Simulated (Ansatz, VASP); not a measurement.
## One calculation of Ge3PdF4, two programs

INCAR

```
PREC = Accurate ; ENCUT = 520
EDIFF = 1E-7 ; ISMEAR = 0
SIGMA = 0.1 ; LREAL = F
LASPH = T ; NELM = 150
ALGO = Normal ; ISIF = 2
LWAVE = F ; LCHARG = F
ISPIN = 2 ; MAGMOM = 0 0 0 1 0 0 0 0
LORBIT = 11 ; LMAXMIX = 4
GGA = PE ; NBANDS = 54
```

KPOINTS

```
regular mesh
0
Gamma
  4 4 4
```

Contents of POSCAR:

```
Ge3PdF4
1.0
    5.0359140619      0.0000000000      0.0000000000
    0.0000000000      5.0359140619      0.0000000000
    0.0000000000      0.0000000000      5.0359140619
Ge Pd F
3 1 4
Direct
    0.5000000000      0.0000000000      0.0000000000
    0.0000000000      0.5000000000      0.0000000000
    0.0000000000      0.0000000000      0.5000000000
    0.5000000000      0.5000000000      0.5000000000
    0.0000000000      0.5000000000      0.5000000000
    0.5000000000      0.0000000000      0.5000000000
    0.5000000000      0.5000000000      0.0000000000
    0.0000000000      0.0000000000      0.0000000000
```

Input for Ansatz:

```yaml
crystal:
  lattice:
    - [5.0359140619, 0.0, 0.0]
    - [0.0, 5.0359140619, 0.0]
    - [0.0, 0.0, 5.0359140619]
  atoms:
    - { symbol: Ge, position: [0.5, 0.0, 0.0] }
    - { symbol: Ge, position: [0.0, 0.5, 0.0] }
    - { symbol: Ge, position: [0.0, 0.0, 0.5] }
    - { symbol: Pd, position: [0.5, 0.5, 0.5], spin: 1.0 }
    - { symbol: F, position: [0.0, 0.5, 0.5] }
    - { symbol: F, position: [0.5, 0.0, 0.5] }
    - { symbol: F, position: [0.5, 0.5, 0.0] }
    - { symbol: F, position: [0.0, 0.0, 0.0] }
basis:
  ecutwfc: 420
kpoints:
  mp_grid: { grid: [4, 4, 4] }
hamiltonian:
  xc: pbe
scf:
  occupations: { method: gaussian, width: 0.1 }
  lower_state_search: "off"
output:
  forces: true
  stress: true
  eigenvalues: true
  populations: true
magnetization:
  spin_polarized: true
```

Alike in both runs: task single point; functional PBE; k mesh 4 × 4 × 4; occupations gaussian, width 0.1 eV; collinear spin.

```csv
,VASP,Ansatz
version,VASP 6.6.1,Ansatz 0.2.0
potentials or method,"VASP PAW PBE potentials, release 64 (Ge_d, Pd, F), cutoff 520 eV","scalar-relativistic, plane waves, PAW"
valence electrons in the cell,80,88
```

```tsv
	VASP	Ansatz	Ansatz less VASP
gap on the k mesh at the Fermi level (eV)	none	none	-
pressure (GPa)	-0.2	0.0	+0.18
net moment per atom (μB)	0.00	0.05	+0.046
size of the moment on the site where the two differ most (μB)	0.00	0.24	+0.235
```

Site moments also hang on the region over which each program counts them. A gap of «none» marks a metal or a gap that the smearing closes. The functional is the same, so the differences come from potentials, cutoffs and numerics. VASP's potentials hold 80 valence electrons a cell and Ansatz's 88, so a difference there can come from the potentials and not from the codes.
